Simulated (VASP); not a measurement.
A run of VASP 6.6.1:

INCAR

```
PREC = Accurate
ENCUT = 600
EDIFF = 1E-6
ISMEAR = 0
SIGMA = 0.01
LREAL = False
LASPH = True
NELM = 120
ALGO = Normal
ISIF = 2
LWAVE = False
LCHARG = True
GGA = PE
LELF = True
LVHAR = True
NBANDS = 16
GGA_COMPAT = False
```

KPOINTS

```
Automatic mesh
0
Gamma
  6 6 4
```

File POSCAR:

```
MgO
1.0
    3.4840796084      0.0000000000      0.0000000000
   -1.7420398042      3.0173014497      0.0000000000
    0.0000000000      0.0000000000      4.1853171300
Mg O
2 2
Direct
    0.6666666667      0.3333333333      0.7500000000
    0.3333333333      0.6666666667      0.2500000000
    0.6666666667      0.3333333333      0.2500000000
    0.3333333333      0.6666666667      0.7500000000
```

Potentials or basis: VASP PAW PBE potentials, release 64 (Mg, O).

Run with:

```console
$ cat potpaw_PBE.64/Mg/POTCAR potpaw_PBE.64/O/POTCAR > POTCAR
$ mpirun -np 1 vasp_std > vasp.out
```

Hardware: 1 thread of Intel(R) Xeon(R) Platinum 8488C (Sapphire Rapids), on a shared host.

Question: How long does it take, and how much memory?

Answer: Wall time 13 s on 1 thread of Intel(R) Xeon(R) Platinum 8488C (Sapphire Rapids) (shared host), peak memory 0.17 GiB. Counts: scf iterations 13, k points 21.
